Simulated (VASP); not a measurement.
Ru, 3 atoms in the cell. It takes space group P6/mmm (No. 191, hexagonal). Conventional cell: a = 3.949 Å, b = 3.949 Å, c = 2.446 Å, α = 90.00°, β = 90.00°, γ = 120.00°. Within 3.2 Å of Ru (site symmetry 6/mmm) lie 14 Ru at 2.45 to 2.59 Å. Ru (site symmetry -6m2) has 11 Ru at 2.28 to 2.59 Å within 3.0 Å. This isn't the form of Ru at room conditions, which is hcp.

* Program: VASP 6.6.1
* Task: single point
* Functional: PBE
* Potentials or basis: VASP PAW PBE potentials, release 64 (Ru_pv)
* Cutoff: 520 eV
* k mesh: 9 × 9 × 13
* Occupations: fermi-dirac, width 0.08 eV
* Spin: no spin polarisation
* Dipole correction: no
* Further INCAR settings: ALGO = Normal; EDIFF = 1e-06; NBANDS = 28

Potentials or basis: VASP PAW PBE potentials, release 64 (Ru_pv).

Launch:

```sh
$ cat potpaw_PBE.64/Ru_pv/POTCAR > POTCAR
$ mpirun -np 1 vasp_std > vasp.out
```

Hardware: 1 thread of Intel(R) Xeon(R) 6975P-C (Granite Rapids) (shared host).

Question: Estimate the wall time of this run.

Answer: Run time: 26 s on 1 thread of Intel(R) Xeon(R) 6975P-C (Granite Rapids), on a shared host, peak memory 0.18 GiB. Counts: scf iterations 12, k points 84.
